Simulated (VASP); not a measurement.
Write the native input for VASP 6.6.1 that does the following.

```yaml
Task: relaxation of cell and atoms
Functional: r2SCAN
Potentials_or_basis: VASP PAW PBE potentials, release 64 (Ti_sv)
Cutoff: 600 eV
k_mesh: 6 × 6 × 6
Occupations: gaussian, width 0.1 eV
Spin: no spin polarisation
Dipole_correction: no
Further_INCAR_settings: ALGO = Normal; EDIFF = 1e-06; IBRION = 2; EDIFFG = -0.04; NSW = 90; ISIF = 3
```

Crystal: Ti.

```
Ti
1.0
     4.64427    0.00000    0.00000
    -2.32214    4.02206    0.00000
     0.00000    0.00000    2.75989
Ti
3
Direct
  0.34475 0.00000 0.33333
  0.00000 0.34475 0.66667
  0.65525 0.65525 0.00000
```

One way to write it, as run:

POSCAR

```
Ti
1.0
    4.6442741147      0.0000000000      0.0000000000
   -2.3221370574      4.0220593655      0.0000000000
    0.0000000000      0.0000000000      2.7598937415
Ti
3
Direct
    0.3447541120      0.0000000000      0.3333333333
    0.0000000000      0.3447541120      0.6666666667
    0.6552458880      0.6552458880      0.0000000000
```

INCAR.step1

```
SYSTEM = Ti
  PREC = Accurate
  ENCUT = 600
  ISMEAR = 0
  SIGMA = 0.1
  LREAL = .FALSE.
  LASPH = .TRUE.
  NELM = 60
  GGA = PE
  ALGO = Normal
  EDIFF = 1E-4
  LWAVE = .TRUE.
  LCHARG = .FALSE.
```

INCAR.step2

```
SYSTEM = Ti
  PREC = Accurate
  ENCUT = 600
  EDIFF = 1E-6
  ISMEAR = 0
  SIGMA = 0.1
  LREAL = .FALSE.
  LASPH = .TRUE.
  NELM = 60
  ALGO = Normal
  ISIF = 3
  LWAVE = .FALSE.
  LCHARG = .FALSE.
  METAGGA = R2SCAN
  LMIXTAU = .TRUE.
  IBRION = 2
  NSW = 90
  EDIFFG = -0.04
  ISTART = 1
```

KPOINTS

```
Automatic mesh
0
G
  6 6 6
  0 0 0
```

Potentials or basis: VASP PAW PBE potentials, release 64 (Ti_sv).

Run with:

```sh
$ cat potpaw_PBE.64/Ti_sv/POTCAR > POTCAR
$ cp INCAR.step1 INCAR
$ mpirun -np 1 vasp_std > vasp.out
$ cp INCAR.step2 INCAR
$ mpirun -np 1 vasp_std > vasp.out
```

Results of the run:

```
Relaxed volume                        : 17.31 Å³/atom
Relaxed cell                          : a = 4.654 Å, b = 4.654 Å, c = 2.769 Å, α = 90.00°, β = 90.00°, γ = 120.00°
Space group after relaxing (to 0.1 Å) : P3_121 (No. 152)
Energy gained by relaxing             : 0.3 meV/atom
Ionic steps                           : 3
Pressure after relaxing               : -0.1 GPa
Largest force after relaxing          : 0.019 eV/Å
Band gap on the k mesh                : zero (bands 18 and 19 overlap by 0.68 eV)
```

Caveat: the k points lie up to 0.38 Å⁻¹ apart in the final cell, too coarse for converged energies and pressures of a metal; the PAW data sets were made with another functional, which shifts forces and pressure a little.

It took 6.4 min on 1 thread of Intel(R) Xeon(R) Platinum 8259CL CPU @ 2.50GHz (Skylake/Cascade Lake), on a shared host, peak memory 0.22 GiB.
